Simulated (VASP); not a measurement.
Write the native input for VASP 6.6.1 that does the following.

```yaml
Task: single point
Functional: LDA
Potentials_or_basis: VASP PAW LDA potentials, release 64 (Si)
Cutoff: 520 eV
k_mesh: 11 × 11 × 11
Occupations: fermi-dirac, width 0.08 eV
Spin: no spin polarisation
Dipole_correction: no
Further_INCAR_settings: ALGO = Normal; EDIFF = 1e-07; NBANDS = 11
```

The structure of Si lies in POSCAR:

```
Si
1.0
    0.0271547000      2.7290473500      2.7290473500
    2.7290473500      0.0271547000      2.7290473500
    2.7290473500      2.7290473500      0.0271547000
Si
2
Direct
    0.5000000000      0.5000000000      0.5000000000
    0.7500000000      0.7500000000      0.7500000000
```

This cell differs from its parent crystal: equal xy, yz and zx shear strains of +1 %.

These files were run (other wordings do the same):

INCAR

```
SYSTEM = Si
PREC = Accurate
ENCUT = 520
EDIFF = 1E-7
ISMEAR = -1
SIGMA = 0.08
LREAL = .False.
LASPH = .True.
NELM = 80
ALGO = Normal
ISIF = 2
LWAVE = .False.
LCHARG = .False.
NBANDS = 11
```

KPOINTS

```
Automatic mesh
0
Gamma
  11 11 11
  0 0 0
```

Potentials or basis: VASP PAW LDA potentials, release 64 (Si).

The run is started by

```bash
$ cat potpaw_LDA.64/Si/POTCAR > POTCAR
$ mpirun -np 1 vasp_std > vasp.out
```

Results of the run:

The pressure is -1.4 GPa. The largest force is 0.153 eV/Å and the band gap on the k mesh is 0.47 eV, indirect (least direct gap 2.33 eV).

Caveat: the cell differs from its parent crystal (equal xy, yz and zx shear strains of +1 %).

It took 82 s on 1 thread of Intel(R) Xeon(R) Platinum 8259CL CPU @ 2.50GHz (Skylake/Cascade Lake) (shared host), peak memory 0.17 GiB.
